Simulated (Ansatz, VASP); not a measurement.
**HfS2 in VASP and in Ansatz**

```
Hf S
1.0
     3.55769    0.00000    0.00000
    -1.77885    3.08105    0.00000
     0.00000    0.00000    5.76079
Hf S
1 2
Direct
  0.00000 0.00000 0.00000
  0.33333 0.66667 0.25418
  0.66667 0.33333 0.74582
```

Change from the starting cell: hydrostatic strain -2.0%.

Alike in both runs: task single point; functional r2SCAN; k mesh 12 × 12 × 4; occupations fermi-dirac, width 0.02 eV; non-collinear spin, spin-orbit coupling.

|  | VASP | Ansatz |
| --- | --- | --- |
| version | VASP 6.6.1 | Ansatz 0.2.0 |
| potentials or method | VASP PAW PBE potentials, release 64 (Hf_pv, S) | plane waves, PAW |
| plane-wave cutoff (eV) | 550 | 500 |
| valence electrons in the cell | 22 | 38 |

```csv
,VASP,Ansatz,Ansatz less VASP
pressure (GPa),3.6,4.2,+0.60
"traceless stress, the component that is largest in VASP (GPa)",-1.79,-1.84,-0.048
rms of the force components (eV/Å),0.059,0.027,-0.0323
```

VASP's potentials were made for PBE, not for r2SCAN. Atom by atom the forces differ by 0.032 eV/Å (rms over components). VASP's potentials hold 22 valence electrons a cell and Ansatz's 38, so a difference there can come from the potentials and not from the codes.
